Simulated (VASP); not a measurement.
Crystal: NaY.

```
Na Y
1.0
     3.52436    0.00000    0.00000
     0.00000    3.52436    0.00000
     0.00000    0.00000    3.52436
Na Y
1 1
Direct
  0.00000 0.00000 0.00000
  0.50000 0.50000 0.50000
```

```yaml
Program: VASP 6.6.1
Task: relaxation of cell and atoms
Functional: PBE
Potentials_or_basis: VASP PAW PBE potentials, release 64 (Na_pv, Y_sv)
Cutoff: 600 eV
k_mesh: 6 × 6 × 6
Occupations: gaussian, width 0.1 eV
Spin: no spin polarisation
```

At the start: pressure 18.5 GPa; volume 21.89 Å³/atom.

Question: How do energy, volume and symmetry change on relaxing?

Answer: Over 4 steps the energy falls by 447.4 meV/atom and the volume is 32.25 Å³/atom (+47.3 %); space group Pm-3m (No. 221, to 0.05 Å).

Step by step:
```
step  energy change (eV)  largest force (eV/Å)  pressure (GPa)  volume (Å³)
   1              0.0000                0.0000           18.50        43.78
   2             -0.8861                0.0000            1.09        61.82
   3             -0.8937                0.0000           -0.34        65.40
   4             -0.8947                0.0000            0.02        64.50
```

Final structure:
```
CELL_PARAMETERS angstrom
4.01044 0.00000 0.00000
0.00000 4.01044 0.00000
0.00000 0.00000 4.01044
ATOMIC_POSITIONS crystal
Na 0.00000 0.00000 0.00000
Y 0.50000 0.50000 0.50000
```

Caveat: the volume moved by over 15 % at a fixed basis, so the end points are rough.
